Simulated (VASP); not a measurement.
Runs of VASP 6.6.1 on MoH2. The structure is that of space group P6/mmm (No. 191), or close to it. The cells are those of the table. 

```tsv
task	cell	k mesh	cutoff (eV)	gap on the mesh (eV)	pressure (GPa)	relaxed volume (Å³/atom)
single point	a = 3.138, b = 3.138, c = 3.506 Å, angles 90.0, 90.0, 120.0°, 3 atoms	6 × 6 × 6	520	none	-35.9	-
single point	a = 2.830, b = 2.830, c = 2.984 Å, angles 90.0, 90.0, 120.0°, 3 atoms	6 × 6 × 6	520	none	(a)	-
single point	a = 2.825, b = 2.825, c = 2.992 Å, angles 90.0, 90.0, 120.0°, 3 atoms	18 × 18 × 16	520	none	0.2	-
relaxation of cell and atoms	relaxed from a = 3.138, b = 3.138, c = 3.506 Å, angles 90.0, 90.0, 120.0°, 3 atoms	6 × 6 × 6	600	none	0.3	6.89
relaxation of cell and atoms	relaxed from a = 2.830, b = 2.830, c = 2.984 Å, angles 90.0, 90.0, 120.0°, 3 atoms	18 × 18 × 16	600	none	0.1	6.89
```

Alike in all rows: level PBE; potentials or basis VASP PAW PBE potentials, release 64 (H, Mo_sv); no spin polarisation; smearing gaussian 0.1 eV.

Q: Estimate the missing entries.

A: (a) -0.1.

Caveats: some runs use coarse meshes; the volume moved by over 15 % at a fixed basis, so the end points are rough (some runs).

A k mesh can miss the band edges, and the runs leave out spin-orbit coupling on Mo.

A gap of «none» marks levels without a gap at the run's occupations.
